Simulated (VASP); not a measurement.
Here is a VASP 6.6.1 calculation.

File POSCAR:

```
SnF3
1.0
   -0.0000007450      4.3523427059      4.3523412160
    4.3523389811      0.0000014899      4.3523389811
    4.3523412160      4.3523427059     -0.0000007450
Sn F
2 6
Direct
    0.0000000000      0.0000000000      0.0000000000
    0.5000000000      0.5000000000      0.5000000000
    0.7279822142      0.2727053293      0.2727055031
    0.2727055402      0.7279821489      0.2727055402
    0.2720177858      0.7272946707      0.7272944969
    0.7272944598      0.2720178511      0.7272944598
    0.2727055031      0.2727053293      0.7279822142
    0.7272944969      0.7272946707      0.2720177858
```

The input INCAR.step1:

```
SYSTEM = SnF3
PREC = Accurate ; ENCUT = 520
ISMEAR = 1 ; SIGMA = 0.3
LREAL = .FALSE. ; LASPH = .TRUE.
NELM = 80 ; NBANDS = 45
GGA = PE ; ALGO = Normal
EDIFF = 1E-4 ; LWAVE = .TRUE.
LCHARG = .FALSE.
```

The input INCAR.step2:

```
SYSTEM = SnF3
PREC = Accurate ; ENCUT = 520
EDIFF = 1E-7 ; ISMEAR = 1
SIGMA = 0.3 ; LREAL = .FALSE.
LASPH = .TRUE. ; NELM = 80
ALGO = Normal ; ISIF = 2
LWAVE = .FALSE. ; LCHARG = .FALSE.
METAGGA = R2SCAN ; LMIXTAU = .TRUE.
NBANDS = 45 ; ISTART = 1
```

File KPOINTS:

```
Automatic mesh
0
Gamma
  2 2 2
  0.5 0.5 0.5
```

Potentials or basis: VASP PAW PBE potentials, release 64 (Sn_d, F).

The run is started by

```sh
$ cat potpaw_PBE.64/Sn_d/POTCAR potpaw_PBE.64/F/POTCAR > POTCAR
$ cp INCAR.step1 INCAR
$ mpirun -np 1 vasp_std > vasp.out
$ cp INCAR.step2 INCAR
$ mpirun -np 1 vasp_std > vasp.out
```

(1) Estimate the pressure.

(2) What does it give for the largest force?

## Answers

(1) 0.4 GPa.

(2) 0.150 eV/Å.

Caveat: the k points lie up to 0.63 Å⁻¹ apart; the PAW data sets were made with another functional, which shifts forces and pressure a little.
